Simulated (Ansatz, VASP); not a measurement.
## Two plane-wave programs on LiCl

The input POSCAR:

```
LiCl
1.0
    0.0000000000      2.5647700000      2.5647700000
    2.5647700000      0.0000000000      2.5647700000
    2.5647700000      2.5647700000      0.0000000000
Cl Li
1 1
Direct
    0.5000000000      0.5000000000      0.5000000000
    0.0000000000      0.0000000000      0.0000000000
```

Contents of INCAR.step1:

```
SYSTEM = LiCl
ALGO = Normal
EDIFF = 1E-5
ENCUT = 520
GGA = PE
ISIF = 2
ISMEAR = -1
LASPH = .TRUE.
LCHARG = .FALSE.
LREAL = .FALSE.
LWAVE = .TRUE.
NBANDS = 12
NELM = 100
PREC = Accurate
SIGMA = 0.05
```

Contents of INCAR.step2:

```
SYSTEM = LiCl
AEXX = 0.5
ALGO = Normal
EDIFF = 1E-6
ENCUT = 520
GGA = PE
HFSCREEN = 0.2
ISIF = 2
ISMEAR = -1
ISTART = 1
LASPH = .TRUE.
LCHARG = .FALSE.
LHFCALC = .TRUE.
LREAL = .FALSE.
LWAVE = .FALSE.
NBANDS = 12
NELM = 100
PREC = Accurate
PRECFOCK = Normal
SIGMA = 0.05
```

KPOINTS

```
k-points
0
G
  5 5 5
  0 0 0
```

Contents of input.yaml:

```yaml
crystal:
  lattice:
    - [0.0, 2.56477, 2.56477]
    - [2.56477, 0.0, 2.56477]
    - [2.56477, 2.56477, 0.0]
  atoms:
    - { symbol: Cl, position: [0.5, 0.5, 0.5] }
    - { symbol: Li, position: [0.0, 0.0, 0.0] }
hamiltonian:
  xc: { exchange: pbe, correlation: pbe, exx: { coeff: 0.5, omega: 0.2 } }
  pseudopotentials: { kind: paw }
kpoints:
  mp_grid: { grid: [5, 5, 5] }
scf:
  occupations: { method: fermi_dirac, width: 0.05 }
output:
  forces: true
  stress: true
  eigenvalues: true
  write_density: true
  write_potential: true
  elf: true
  volumetric_format: npy
```

Alike in both runs: task single point; functional PBE-based screened hybrid; k mesh 5 × 5 × 5; occupations fermi-dirac, width 0.05 eV; no spin polarisation.

```csv
,VASP,Ansatz
version,VASP 6.6.1,Ansatz 0.2.0
potentials or method,"VASP PAW PBE potentials, release 64 (Cl, Li_sv)",Ansatz PAW
plane-wave cutoff (eV),520,420
valence electrons in the cell,10,10
```

|  | VASP | Ansatz | Ansatz less VASP |
| --- | --- | --- | --- |
| gap on the k mesh at the Fermi level (eV) | 9.20 | 9.21 | +0.007 |
| least direct gap on the mesh (eV) | 9.20 | 9.21 | +0.007 |

VASP's potentials were made for PBE, not for PBE-based screened hybrid. The functional is the same, so the differences come from potentials, cutoffs and numerics.

The k mesh is coarse, so the values compare programs but aren't converged. Noted on VASP's run: the cutoff is short for stress, so the pressure is rough. Noted on Ansatz's run: odd divisions of the mesh miss points on the zone boundary, where band edges often lie, so the gap on the mesh can be too wide.
